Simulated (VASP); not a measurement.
NaF:

```xyz
2
Lattice="2.7935 0.0000 0.0000 0.0000 2.7935 0.0000 0.0000 0.0000 2.7935" Properties=species:S:1:pos:R:3 pbc="T T T"
Na    0.0000    0.0000    0.0000
F     1.3967    1.3967    1.3967
```

Base run:

* Program: VASP 6.6.1
* Functional: PBE0
* Potentials or basis: VASP PAW PBE potentials, release 64 (Na_pv, F)
* Cutoff: 520 eV
* k mesh: 6 × 6 × 6
* Occupations: gaussian, width 0.01 eV
* Spin: no spin polarisation

Its results: band gap on the k mesh 9.07 eV (least direct gap 9.42 eV); pressure 1.8 GPa.

Task: The run is repeated on the same cell with these changes: functional from PBE0 to PBE. What comes out?

Result: Band gap on the k mesh 6.11 eV (least direct gap 6.45 eV); pressure 4.2 GPa.

Caveats: the PAW data sets were made with another functional, which shifts forces and pressure a little (at least some runs); the cell stands under pressure (at least some runs).

A k mesh can miss the band edges.
